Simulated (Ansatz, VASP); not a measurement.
One calculation of LiTa2H2, two programs

```
Li Ta H
1.0
    -2.13199    2.13199    3.00073
     2.13199   -2.13199    3.00073
     2.13199    2.13199   -3.00073
Li Ta H
1 2 2
Direct
  0.00000 0.00000 0.00000
  0.75000 0.25000 0.50000
  0.25000 0.75000 0.50000
  0.71863 0.71863 0.00000
  0.28137 0.28137 0.00000
```

Change from the starting cell: species swapped into the SrP2Pd2 type (I4/mmm, No. 139).

Alike in both runs: task relaxation of cell and atoms; functional PBE; k mesh 12 × 12 × 12; occupations gaussian, width 0.1 eV; no spin polarisation.

```csv
,VASP,Ansatz
version,VASP 6.6.1,Ansatz 0.2.0
potentials or method,"VASP PAW PBE potentials, release 64 (Li_sv, Ta_pv, H), cutoff 600 eV","scalar-relativistic, plane waves, PAW"
valence electrons in the cell,27,31
```

```tsv
	VASP	Ansatz	Ansatz less VASP
gap on the k mesh at the Fermi level, each at its own relaxed structure (eV)	none	none	-
relaxed volume (Å³/atom)	10.94	10.92	-0.017
relaxed length of the cell vector where the two differ most in proportion (Å)	4.264	4.262	-0.0023
```

A gap of «none» marks a metal or a gap that the smearing closes. VASP's potentials hold 27 valence electrons a cell and Ansatz's 31, so a difference there can come from the potentials and not from the codes.

Neither program's run includes spin-orbit coupling. Noted on VASP's run: the cutoff is under 1.25 times that of the potentials, so the pressure is a little rough.
